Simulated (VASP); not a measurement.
# TaN (P-62m) in VASP: single point with PBEsol

Aim: the single point of TaN with PBEsol.

Program: VASP 6.6.1. These are calculated values, not measurements. Logs are shortened: lines on timing, memory, paths and dates and some standing lists are left out, and cuts for length are marked.

### Step 1. The cell of the first run

Symmetry: P-62m, No. 189, hexagonal system. Conventional cell: a = 5.108 Å, b = 5.108 Å, c = 2.862 Å, α = 90.00°, β = 90.00°, γ = 120.00°. Ta (site symmetry -6) has 6 N at 2.13 Å and 5 Ta at 2.86 to 2.95 Å within 3.0 Å. Ta (site symmetry -62m) has 3 N at 2.01 Å within 2.7 Å. Within 2.9 Å of N (site symmetry m2m) lie 5 Ta at 2.01 to 2.13 Å and 6 N at 2.72 to 2.86 Å.

### Step 2. Single point, PBEsol

Contents of INCAR:

```
PREC = Accurate
ENCUT = 600
EDIFF = 1E-6
ISMEAR = -1
SIGMA = 0.05
LREAL = False
LASPH = True
NELM = 120
ALGO = Normal
ISIF = 2
LWAVE = False
LCHARG = False
GGA = PS
NBANDS = 36
GGA_COMPAT = False
```

Contents of KPOINTS:

```
regular mesh
0
Gamma
  5 5 8
```

Contents of POSCAR:

```
TaN
1.0
    5.1079151867      0.0000000000      0.0000000000
   -2.5539575933      4.4235843139      0.0000000000
    0.0000000000      0.0000000000      2.8616514835
Ta N
3 3
Direct
    0.3333333333      0.6666666667      0.5000000000
    0.6666666667      0.3333333333      0.5000000000
    0.0000000000      0.0000000000      0.0000000000
    0.3928500000      0.0000000000      0.0000000000
    0.6071500000      0.6071500000      0.0000000000
    0.0000000000      0.3928500000      0.0000000000
```

Potentials or basis: VASP PAW PBE potentials, release 64 (Ta_sv_GW, N).

Command:

```
$ cat potpaw_PBE.64/Ta_sv_GW/POTCAR potpaw_PBE.64/N/POTCAR > POTCAR
$ mpirun -np 1 vasp_std > vasp.out
```

OUTCAR:

```text
PREC = Accurate
   ENCUT = 600
   EDIFF = 1E-6
   ISMEAR = -1
   LREAL = False
   LASPH = True
   NELM = 120
   ISIF = 2
   GGA = PS

 ion  position               nearest neighbor table
   1  0.333  0.667  0.500-   5 2.13   5 2.13   4 2.13   4 2.13   6 2.13   6 2.13   2 2.95   2 2.95
                             2 2.95   3 3.28   3 3.28   3 3.28   3 3.28   3 3.28   3 3.28
   2  0.667  0.333  0.500-   6 2.13   6 2.13   4 2.13   4 2.13   5 2.13   5 2.13   1 2.95   1 2.95
                             1 2.95   3 3.28   3 3.28   3 3.28   3 3.28   3 3.28   3 3.28
   3  0.000  0.000  0.000-   4 2.01   6 2.01   5 2.01   2 3.28   1 3.28   1 3.28   2 3.28   2 3.28
                             2 3.28   1 3.28   1 3.28   2 3.28   2 3.28   1 3.28   1 3.28
   4  0.393  0.000  0.000-   3 2.01   1 2.13   1 2.13   2 2.13   2 2.13
   5  0.607  0.607  0.000-   3 2.01   1 2.13   1 2.13   2 2.13   2 2.13
   6  0.000  0.393  0.000-   3 2.01   2 2.13   2 2.13   1 2.13   1 2.13

  LATTYP: Found a hexagonal cell.
 ALAT       =     5.1079151867
 C/A-ratio  =     0.5602386451

  Lattice vectors:

 A1 = (   5.1079151867,   0.0000000000,   0.0000000000)
 A2 = (  -2.5539575933,   4.4235843139,   0.0000000000)
 A3 = (   0.0000000000,   0.0000000000,   2.8616514835)

Analysis of symmetry for initial positions (statically):
=====================================================================
 Subroutine PRICEL returns:
 Original cell was already a primitive cell.

 Routine SETGRP: Setting up the symmetry group for a
 hexagonal supercell.

 Subroutine GETGRP returns: Found 12 space group operations
 (whereof 12 operations were pure point group operations)
 out of a pool of 24 trial point group operations.

The static configuration has the point symmetry D_3h.

Analysis of symmetry for dynamics (positions and initial velocities):
=====================================================================
 Subroutine PRICEL returns:
 Original cell was already a primitive cell.

 Routine SETGRP: Setting up the symmetry group for a
 hexagonal supercell.

 Subroutine GETGRP returns: Found 12 space group operations
 (whereof 12 operations were pure point group operations)
 out of a pool of 24 trial point group operations.

The dynamic configuration has the point symmetry D_3h.

 Subroutine INISYM returns: Found 12 space group operations
 (whereof 12 operations are pure point group operations),
 and found     1 'primitive' translations

----------------------------------------------------------------------------------------

                                     Primitive cell

  volume of cell :      64.6599

  direct lattice vectors                    reciprocal lattice vectors
     5.107915187  0.000000000  0.000000000     0.195774590  0.113030512  0.000000000
    -2.553957593  4.423584314  0.000000000     0.000000000  0.226061024  0.000000000
     0.000000000  0.000000000  2.861651484     0.000000000  0.000000000  0.349448563

  length of vectors
     5.107915187  5.107915188  2.861651484     0.226061024  0.226061024  0.349448563

  position of ions in fractional coordinates (direct lattice)
     0.333333333  0.666666667  0.500000000
     0.666666667  0.333333333  0.500000000
     0.000000000  0.000000000  0.000000000
     0.392850000  0.000000000  0.000000000
     0.607150000  0.607150000  0.000000000
     0.000000000  0.392850000  0.000000000

  ion indices of the primitive-cell ions
   primitive index   ion index
                 1           1
                 2           2
                 3           3
                 4           4
                 5           5
                 6           6

----------------------------------------------------------------------------------------

 KPOINTS: regular mesh

Automatic generation of k-mesh.
 Grid dimensions read from file:
 generate k-points for:    5    5    8

 Generating k-lattice:

  Cartesian coordinates                     Fractional coordinates (reciprocal lattice)
     0.039154918  0.022606102  0.000000000     0.200000000  0.000000000  0.000000000
     0.000000000  0.045212205  0.000000000     0.000000000  0.200000000  0.000000000
     0.000000000  0.000000000  0.043681070     0.000000000  0.000000000  0.125000000

  Length of vectors
     0.045212205  0.045212205  0.043681070

  Shift w.r.t. Gamma in fractional coordinates (k-lattice)
     0.000000000  0.000000000  0.000000000

 Subroutine IBZKPT returns following result:
 ===========================================

 Found     25 irreducible k-points:

 Following reciprocal coordinates:
            Coordinates               Weight
  0.000000  0.000000  0.000000      1.000000
  0.200000  0.000000  0.000000      6.000000
  0.400000  0.000000  0.000000      6.000000
  0.200000  0.200000  0.000000      6.000000
  0.400000  0.200000  0.000000      6.000000
  0.000000  0.000000  0.125000      2.000000
[... 16 lines left out ...]
  0.400000  0.000000  0.500000      6.000000
  0.200000  0.200000  0.500000      6.000000
   k-points           NKPTS =     25   k-points in BZ     NKDIM =     25   number of bands    NBANDS=     36
   number of dos      NEDOS =    301   number of ions     NIONS =      6
   total plane-waves  NPLWV =  42336
   dimension x,y,z NGX =    42 NGY =   42 NGZ =   24
   dimension x,y,z NGXF=    84 NGYF=   84 NGZF=   48
   ions per type =               3   3
   NGX,Y,Z   is equivalent  to a cutoff of  13.67, 13.67, 13.94 a.u.
   NGXF,Y,Z  is equivalent  to a cutoff of  27.34, 27.34, 27.89 a.u.
 SYSTEM =  unknown system
   PREC   = accura    normal or accurate (medium, high low for compatibility)
   ISTART =      0    job   : 0-new  1-cont  2-samecut
   ICHARG =      2    charge: 1-file 2-atom 10-const
   ISPIN  =      1    spin polarized calculation?
   LNONCOLLINEAR =      F non collinear calculations
   LSORBIT =      F    spin-orbit coupling
   LASPH  =      T    aspherical Exc in radial PAW
   ENCUT  =  600.0 eV  44.10 Ry    6.64 a.u.  10.20 10.20  5.72*2*pi/ulx,y,z
   NELM   =    120;   NELMIN=  2; NELMDL= -5     # of ELM steps
   EDIFF  = 0.1E-05   stopping-criterion for ELM
   LREAL  =      F    real-space projection
   EDIFFG = 0.1E-04   stopping-criterion for IOM
   NSW    =      0    number of steps for IOM
   IBRION =     -1    ionic relax: 0-MD 1-quasi-New 2-CG
   NFREE  =      0    steps in history (QN), initial steepest desc. (CG)
   ISIF   =      2    stress and relaxation
   ISYM   =      2    0-nonsym 1-usesym 2-fastsym
   POTIM  = 0.5000    time-step for ionic-motion
   TEBEG  =    0.0;   TEEND  =   0.0 temperature during run
   PSTRESS=    0.0 pullay stress
   NELECT =      54.0000    total number of electrons
   NUPDOWN=      -1.0000    fix difference up-down
   EMIN   =  10.00;   EMAX   =-10.00  energy-range for DOS
   EFERMI =   0.00;   METHOD = LEGACY
   ISMEAR =    -1;   SIGMA  =   0.05  broadening in eV -4-tet -1-fermi 0-gaus
   EFERMI_NEDOS =   21; number of points for ismear=-14 and -15
   IALGO  =     38    algorithm
   IMIX   =      4    mixing-type and parameters
     AMIX     =   0.40;   BMIX     =  1.00
     AMIX_MAG =   1.60;   BMIX_MAG =  1.00
  volume/ion in A,a.u.               =      10.78        72.72
  Fermi-wavevector in a.u.,A,eV,Ry     =   1.541681  2.913355 32.338058  2.376780
  Thomas-Fermi vector in A             =   2.647593
   LORBIT       =      0    0 simple, 1 ext, 2 COOP (PROOUT), +10 PAW based schemes
   GGA     = PS    functional components
   LHFCALC =     F    Hartree Fock is set to
   AEXX    =    0.0000 exact exchange contribution
   IVDW    =     0    specifies the selected vdW correction
   LEPSILON=     F    determine dielectric tensor
   LRPA    =     F    only Hartree local field effects (RPA)
 non-spin polarized calculation
  energy-cutoff  :      600.00
  volume of cell :       64.66
 maximum number of plane-waves:      2183
 NGX is ok and might be reduce to    42
   NGX = 21   NGY = 21   NGZ = 11

 number of electron      53.9999999 magnetization

 Free energy of the ion-electron system (eV)
  ---------------------------------------------------
  ext. energy  EPLUGINS =         0.00000000
  ---------------------------------------------------
  free energy    TOTEN  =       -78.94600142 eV

  energy without entropy =      -78.93745050  energy(sigma->0) =      -78.94172596

 E-fermi :  13.1373     XC(G=0): -13.7994

 val. band max:       12.8654453508   @ k =   0.2000   0.0000   0.1250
 cond. band min:      13.2039048266   @ k =   0.2000   0.0000   0.2500
 fundamental gap:      0.3384594758
 Fermi energy:        13.1372830036

 k-point     1 :       0.0000    0.0000    0.0000
  band No.  band energies     occupation
      1     -56.3546      2.00000
      2     -56.2969      2.00000
      3     -55.7115      2.00000
      4     -23.2262      2.00000
      5     -23.2262      2.00000
      6     -22.8222      2.00000
[... 28 lines left out ...]
     35      16.3612      0.00000
     36      16.3612      0.00000

 k-point     2 :       0.2000    0.0000    0.0000
  band No.  band energies     occupation
      1     -56.3497      2.00000
      2     -56.3018      2.00000
      3     -55.7118      2.00000
      4     -23.2675      2.00000
      5     -23.2150      2.00000
      6     -22.7785      2.00000
[... 28 lines left out ...]
     35      16.5328      0.00000
     36      16.6662      0.00000

 k-point     3 :       0.4000    0.0000    0.0000
  band No.  band energies     occupation
      1     -56.3382      2.00000
      2     -56.3129      2.00000
      3     -55.7121      2.00000
      4     -23.3210      2.00000
      5     -23.1296      2.00000
      6     -22.8391      2.00000
[... 28 lines left out ...]
     35      16.9927      0.00000
     36      17.2685      0.00000
[... 742 lines left out ...]
 k-point    23 :       0.4000    0.0000    0.5000
  band No.  band energies     occupation
      1     -56.2818      2.00000
      2     -56.2576      2.00000
      3     -55.6631      2.00000
      4     -23.5813      2.00000
      5     -23.4475      2.00000
      6     -23.0711      2.00000
[... 28 lines left out ...]
     35      18.4270      0.00000
     36      18.6176      0.00000

 k-point    24 :       0.2000    0.2000    0.5000
  band No.  band energies     occupation
      1     -56.2844      2.00000
      2     -56.2549      2.00000
      3     -55.6630      2.00000
      4     -23.5862      2.00000
      5     -23.4389      2.00000
      6     -23.0867      2.00000
[... 28 lines left out ...]
     35      18.2074      0.00000
     36      18.5616      0.00000

 [... further k-points ...]

------------------------ aborting loop because EDIFF is reached ----------------------------------------

  FORCE on cell =-STRESS in cart. coord.  units (eV):
  Direction    XX          YY          ZZ          XY          YZ          ZX
  --------------------------------------------------------------------------------------
  -------------------------------------------------------------------------------------
  Total        6.0811997      6.0811997      5.6516282      0.0000000      0.0000000      0.0000000
  in kB      150.6833003    150.6833004    140.0391417      0.0000000      0.0000000      0.0000000
  external PRESSURE =     147.1352474 kB  Pullay stress =       0.0000000 kB

 VOLUME and BASIS-vectors are now :
 -----------------------------------------------------------------------------
  energy-cutoff  :      600.00
  volume of cell :       64.66
      direct lattice vectors                 reciprocal lattice vectors
     5.107915187  0.000000000  0.000000000     0.195774590  0.113030512  0.000000000
    -2.553957593  4.423584314  0.000000000     0.000000000  0.226061024  0.000000000
     0.000000000  0.000000000  2.861651484     0.000000000  0.000000000  0.349448563

 POSITION                                       TOTAL-FORCE (eV/Angst)
 -----------------------------------------------------------------------------------
     -0.00000      2.94906      1.43083         0.000000      0.000000     -0.000000
      2.55396      1.47453      1.43083         0.000000      0.000000     -0.000000
      0.00000      0.00000      0.00000         0.000000      0.000000     -0.000000
      2.00664      0.00000      0.00000         0.218105      0.000000     -0.000000
      1.55064      2.68578      0.00000        -0.109053     -0.188885      0.000000
     -1.00332      1.73781      0.00000        -0.109053      0.188885     -0.000000
 -----------------------------------------------------------------------------------
    total drift:                                0.000001      0.000001      0.000000

  FREE ENERGIE OF THE ION-ELECTRON SYSTEM (eV)
  ---------------------------------------------------
  free  energy   TOTEN  =       -78.9460014151 eV

  energy  without entropy=      -78.9374504968  energy(sigma->0) =      -78.94172596
```

It took 5.5 min on 1 thread of AMD EPYC 7R43 (Zen 3), shared host; peak memory 0.19 GiB.

What came out:

```yaml
Free_energy: -78.9460 eV
Pressure: 14.7 GPa
Largest_force: 0.218 eV/Å
Band_gap_on_the_k_mesh: zero (bands 27 and 28 overlap by 3.31 eV)
```

Forces on the atoms (eV/Å):
```
Ta   0.000  0.000  0.000
Ta   0.000  0.000  0.000
Ta   0.000  0.000  0.000
N    0.218  0.000  0.000
N   -0.109 -0.189  0.000
N   -0.109  0.189  0.000
```

Stress tensor (GPa, compression positive):
```
15.07  0.00  0.00
 0.00 15.07  0.00
 0.00  0.00 14.00
```

Levels at points of the mesh, in eV from the Fermi level:
```tsv
k point	band 23	band 24	band 25	band 26	band 27	band 28	band 29	band 30	band 31	band 32
(0.00, 0.00, 0.00)	-5.46	-4.64	-3.62	-2.19	-1.19	-1.19	0.38	0.38	1.76	1.87
(0.00, 0.00, 0.50)	-4.88	-4.65	-3.23	-3.23	1.86	1.86	1.92	2.16	2.16	3.31
```

Caveat: the cell stands under pressure; the PAW data sets were made with another functional, which shifts forces and pressure a little; spin-orbit coupling is left out, which moves the levels of the heavy elements.

The gap in the log of VASP goes by the Fermi energy; the results here count the filled bands.